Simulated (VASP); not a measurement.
Wanted: the native input for a VASP 6.6.1 run.

```
Task                   : single point
Functional             : PBE
Potentials or basis    : VASP PAW PBE potentials, release 64 (Ga_d, O)
Cutoff                 : 600 eV
k mesh                 : 10 × 10 × 6
Occupations            : gaussian, width 0.05 eV
Spin                   : no spin polarisation
Dipole correction      : no
Further INCAR settings : ALGO = Normal; EDIFF = 1e-06; NBANDS = 55
```

The structure of Ga2O3 lies in POSCAR:

```
Ga2O3
1.0
    6.2274305652     -1.5417565232      0.0120670631
    6.2274305652      1.5417565232      0.0120670631
   -1.4027234639      0.0000000000      5.9930789036
Ga O
4 6
Direct
    0.0899134338      0.0899134338      0.7947233214
    0.9100865662      0.9100865662      0.2052766786
    0.6585007298      0.6585007298      0.3141978958
    0.3414992702      0.3414992702      0.6858021042
    0.1634883771      0.1634883771      0.1092060624
    0.8365116229      0.8365116229      0.8907939376
    0.1737013129      0.1737013129      0.5643594349
    0.8262986871      0.8262986871      0.4356405651
    0.4960195696      0.4960195696      0.2566813611
    0.5039804304      0.5039804304      0.7433186389
```

This cell differs from its parent crystal: strain +0.000 along x and y, +0.050 along z.

These files were run (other wordings do the same):

INCAR

```
PREC     = Accurate       # precision mode
ENCUT    = 600            # plane-wave cutoff, eV
EDIFF    = 1E-6           # SCF threshold, eV
ISMEAR   = 0              # smearing method
SIGMA    = 0.05           # smearing width, eV
LREAL    = F              # projectors in reciprocal space
LASPH    = T              # aspherical terms in the spheres
NELM     = 120            # most SCF steps
ALGO     = Normal         # electronic algorithm
ISIF     = 2              # what is computed and relaxed
LWAVE    = F              # write WAVECAR
LCHARG   = F              # write CHGCAR
GGA      = PE             # functional
NBANDS   = 55             # bands
GGA_COMPAT= F            
KPAR     = 4
```

KPOINTS

```
regular mesh
0
Gamma
  10 10 6
```

Potentials or basis: VASP PAW PBE potentials, release 64 (Ga_d, O).

Command:

```console
$ cat potpaw_PBE.64/Ga_d/POTCAR potpaw_PBE.64/O/POTCAR > POTCAR
$ mpirun -np 4 vasp_std > vasp.out
```

Results of the run:

| Property | Result |
| --- | --- |
| Pressure | -7.2 GPa |
| Largest force | 0.684 eV/Å |
| Band gap on the k mesh | 1.50 eV (least direct gap 1.67 eV) |

Caveat: the cell differs from its parent crystal (strain +0.000 along x and y, +0.050 along z); the stress differs along the axes, from -16 to -2 GPa.

Wall time 12 min on 4 MPI ranks on Intel(R) Xeon(R) Platinum 8259CL CPU @ 2.50GHz (Skylake/Cascade Lake), on a shared host, peak memory 1.1 GiB a rank.
